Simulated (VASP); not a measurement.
Input of a VASP 6.6.1 run:

POSCAR

```
TiOs3
1.0
    3.8246288166      0.0000000000      0.0000000000
    0.0000000000      3.8246288166      0.0000000000
    0.0000000000      0.0000000000      3.8246288166
Ti Os
1 3
Direct
    0.0000000000      0.0000000000      0.0000000000
    0.5000000000      0.5000000000      0.0000000000
    0.5000000000      0.0000000000      0.5000000000
    0.0000000000      0.5000000000      0.5000000000
```

INCAR.step1

```
SYSTEM = TiOs3
ALGO = Normal
EDIFF = 1E-4
ENCUT = 520
GGA = PE
ISMEAR = -1
LASPH = .TRUE.
LCHARG = .FALSE.
LREAL = .FALSE.
LWAVE = .TRUE.
NBANDS = 26
NELM = 60
PREC = Accurate
SIGMA = 0.1
```

Contents of INCAR.step2:

```
SYSTEM = TiOs3
ALGO = Normal
EDIFF = 1E-6
ENCUT = 520
ISIF = 2
ISMEAR = -1
ISTART = 1
LASPH = .TRUE.
LCHARG = .FALSE.
LMIXTAU = .TRUE.
LREAL = .FALSE.
LWAVE = .FALSE.
METAGGA = R2SCAN
NBANDS = 26
NELM = 60
PREC = Accurate
SIGMA = 0.1
```

File KPOINTS:

```
k-points
0
G
  7 7 7
  0 0 0
```

Potentials or basis: VASP PAW PBE potentials, release 64 (Ti_sv, Os).

Launch:

```console
$ cat potpaw_PBE.64/Ti_sv/POTCAR potpaw_PBE.64/Os/POTCAR > POTCAR
$ cp INCAR.step1 INCAR
$ mpirun -np 1 vasp_std > vasp.out
$ cp INCAR.step2 INCAR
$ mpirun -np 1 vasp_std > vasp.out
```

Question: Predict the band gap on the k mesh.

Answer: Zero (bands 18 and 19 overlap by 3.82 eV).

Question: Estimate the pressure.

Answer: 11.2 GPa.

Caveat: the cell stands under pressure; the PAW data sets were made with another functional, which shifts forces and pressure a little; spin-orbit coupling is left out, which moves the levels of the heavy elements.
